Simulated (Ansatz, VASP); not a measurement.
**One calculation of MnHg, two programs**

The input INCAR:

```
ALGO     = Normal         # electronic algorithm
EDIFF    = 1E-6           # SCF threshold, eV
ENCUT    = 520            # plane-wave cutoff, eV
GGA      = PS             # functional
ISIF     = 2              # what is computed and relaxed
ISMEAR   = 0              # smearing method
ISPIN    = 2              # spin polarisation
LASPH    = True           # aspherical terms in the spheres
LCHARG   = False          # write CHGCAR
LMAXMIX  = 4              # l up to which the mixer works
LORBIT   = 11             # projections on sites
LREAL    = False          # projectors in reciprocal space
LWAVE    = False          # write WAVECAR
MAGMOM   = 4.21 0         # initial moments
NBANDS   = 24             # bands
NELM     = 150            # most SCF steps
PREC     = Accurate       # precision mode
SIGMA    = 0.15           # smearing width, eV
```

Contents of KPOINTS:

```
k-points
0
Gamma
  14 14 14
```

Contents of POSCAR:

```
MnHg
1.0
    3.1893600000      0.0000000000      0.0000000000
    0.0000000000      3.1893600000      0.0000000000
    0.0000000000      0.0000000000      3.4123900000
Mn Hg
1 1
Direct
    0.5000000000      0.5000000000      0.5000000000
    0.0000000000      0.0000000000      0.0000000000
```

Input for Ansatz:

```yaml
crystal:
  lattice:
    - [3.18936, 0.0, 0.0]
    - [0.0, 3.18936, 0.0]
    - [0.0, 0.0, 3.41239]
  atoms:
    - { symbol: Mn, position: [0.5, 0.5, 0.5], spin: 4.21 }
    - { symbol: Hg, position: [0.0, 0.0, 0.0] }
basis:
  ecutwfc: 420
kpoints:
  mp_grid: { grid: [14, 14, 14] }
hamiltonian:
  xc: pbesol
scf:
  occupations: { method: gaussian, width: 0.15 }
output:
  forces: true
  stress: true
  eigenvalues: true
  populations: true
magnetization:
  spin_polarized: true
```

Change from the starting cell: strain -0.030 along x and y, +0.030 along z, atoms carried along.

Alike in both runs: task single point; functional PBEsol; k mesh 14 × 14 × 14; occupations gaussian, width 0.15 eV; collinear spin.

```csv
,VASP,Ansatz
version,VASP 6.6.1,Ansatz 0.2.0
potentials or method,"VASP PAW PBE potentials, release 64 (Mn_pv, Hg), cutoff 520 eV","scalar-relativistic, plane waves, PAW"
valence electrons in the cell,25,35
```

Ansatz gave:

* gap on the k mesh at the Fermi level (eV): none
* pressure (GPa): -1.5
* traceless stress, the component that is largest in VASP (GPa): -0.05
* net moment per atom (μB): 1.89
* size of the moment on the site where the two differ most (μB): 3.74

What did VASP give for the same quantities?

gap on the k mesh at the Fermi level (eV): none; pressure (GPa): -0.8; traceless stress, the component that is largest in VASP (GPa): -0.10; net moment per atom (μB): 1.90; size of the moment on the site where the two differ most (μB): 3.71.

VASP's potentials were made for PBE, not for PBEsol. Site moments also hang on the region over which each program counts them. A gap of «none» marks a metal or a gap that the smearing closes. VASP's potentials hold 25 valence electrons a cell and Ansatz's 35, so a difference there can come from the potentials and not from the codes.

Spin-orbit coupling is off throughout.
